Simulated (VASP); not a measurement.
## FeCo: single point with PBE

FeCo:

```
Fe Co
1.0
     2.84496    0.00000    0.00000
     0.00000    2.84496    0.00000
     0.00000    0.00000    2.84496
Fe Co
1 1
Direct
  0.50000 0.50000 0.50000
  0.00000 0.00000 0.00000
```

```
Program                : VASP 6.6.1
Task                   : single point
Functional             : PBE
Potentials or basis    : VASP PAW PBE potentials, release 64 (Fe, Co)
Cutoff                 : 600 eV
k mesh                 : 14 × 14 × 14
Occupations            : gaussian, width 0.1 eV
Spin                   : collinear spin, ferromagnetic start
Starting moments       : [3.17, 2.08] μB
Dipole correction      : no
Further INCAR settings : ALGO = Normal; EDIFF = 1e-06; NBANDS = 20
```

The pressure is -0.4 GPa and the net moment is 4.53 μB per cell. The site moments are Fe +2.78; Co +1.76 μB. The valence electrons inside the program's atomic spheres are Fe 7.15; Co 8.23.

Levels at points of the mesh, in eV from the Fermi level:
Spin up:
```
           k point  band 7  band 8  band 9  band 10  band 11  band 12  band 13  band 14  band 15  band 16
(0.00, 0.00, 0.00)   -2.03   -2.03   -0.93    -0.93    -0.93     9.08     9.08     9.08    14.65    14.65
(0.50, 0.00, 0.00)   -2.60   -2.60   -2.11    -1.98    -0.92    -0.64    15.93    15.93    16.11    16.11
(0.50, 0.50, 0.00)   -1.90   -1.78   -0.69    -0.69    -0.16    -0.16     6.05     6.24    17.69    17.69
(0.50, 0.50, 0.50)   -1.93   -1.93   -1.75    -1.75     7.60     7.60     7.60     7.68     7.68     7.68
```
Spin down:
```csv
k point,band 2,band 3,band 4,band 5,band 6,band 7,band 8,band 9,band 10,band 11
"(0.00, 0.00, 0.00)",-3.52,-3.52,-1.19,-1.19,-1.19,0.78,0.78,1.48,1.48,1.48
"(0.50, 0.00, 0.00)",-4.61,-1.67,-1.17,-1.16,-1.16,-0.41,-0.32,-0.32,0.64,1.18
"(0.50, 0.50, 0.00)",-4.16,-2.32,-2.32,-0.07,-0.07,0.49,0.57,0.77,1.44,1.70
"(0.50, 0.50, 0.50)",-2.64,-2.64,-2.25,-2.25,-2.25,0.61,0.61,1.49,1.49,8.37
```

Run time: 3 min on 1 thread of Oxide Virtual Turin-like Processor (shared host), peak memory 0.2 GiB.
